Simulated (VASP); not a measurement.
Wanted: the native input for a VASP 6.6.1 run.

- Task: single point
- Functional: r2SCAN
- Potentials or basis: VASP PAW PBE potentials, release 64 (In_d, Se)
- Cutoff: 520 eV
- k mesh: 6 × 6 × 6
- Occupations: fermi-dirac, width 0.05 eV
- Spin: no spin polarisation
- Dipole correction: no
- Further INCAR settings: ALGO = Normal; EDIFF = 1e-07; NBANDS = 30

Crystal: In3Se.

```
In Se
1.0
     4.70569    0.00000    0.00000
     0.00000    4.70569    0.00000
     0.00000    0.00000    4.70569
In Se
3 1
Direct
  0.50000 0.50000 0.00000
  0.50000 0.00000 0.50000
  0.00000 0.50000 0.50000
  0.00000 0.00000 0.00000
```

These files were run (other wordings do the same):

POSCAR

```
In3Se
1.0
    4.7056946064      0.0000000000      0.0000000000
    0.0000000000      4.7056946064      0.0000000000
    0.0000000000      0.0000000000      4.7056946064
In Se
3 1
Direct
    0.5000000000      0.5000000000      0.0000000000
    0.5000000000      0.0000000000      0.5000000000
    0.0000000000      0.5000000000      0.5000000000
    0.0000000000      0.0000000000      0.0000000000
```

INCAR.step1

```
  PREC = Accurate
  ENCUT = 520
  ISMEAR = -1
  SIGMA = 0.05
  LREAL = False
  LASPH = True
  NELM = 80
  NBANDS = 30
  GGA = PE
  ALGO = Normal
  EDIFF = 1E-4
  LWAVE = True
  LCHARG = False
```

INCAR.step2

```
  PREC = Accurate
  ENCUT = 520
  EDIFF = 1E-7
  ISMEAR = -1
  SIGMA = 0.05
  LREAL = False
  LASPH = True
  NELM = 80
  ALGO = Normal
  ISIF = 2
  LWAVE = False
  LCHARG = True
  METAGGA = R2SCAN
  LMIXTAU = True
  LELF = True
  LVHAR = True
  NBANDS = 30
  ISTART = 1
```

KPOINTS

```
regular mesh
0
Gamma
  6 6 6
```

Potentials or basis: VASP PAW PBE potentials, release 64 (In_d, Se).

Run with:

```bash
$ cat potpaw_PBE.64/In_d/POTCAR potpaw_PBE.64/Se/POTCAR > POTCAR
$ cp INCAR.step1 INCAR
$ mpirun -np 1 vasp_std > vasp.out
$ cp INCAR.step2 INCAR
$ mpirun -np 1 vasp_std > vasp.out
```

Results of the run:

```yaml
Pressure: 1.0 GPa
```

Caveat: the PAW data sets were made with another functional, which shifts forces and pressure a little.

Wall time 7.8 min on 1 thread of AMD EPYC 7R13, on a shared host, peak memory 0.21 GiB.
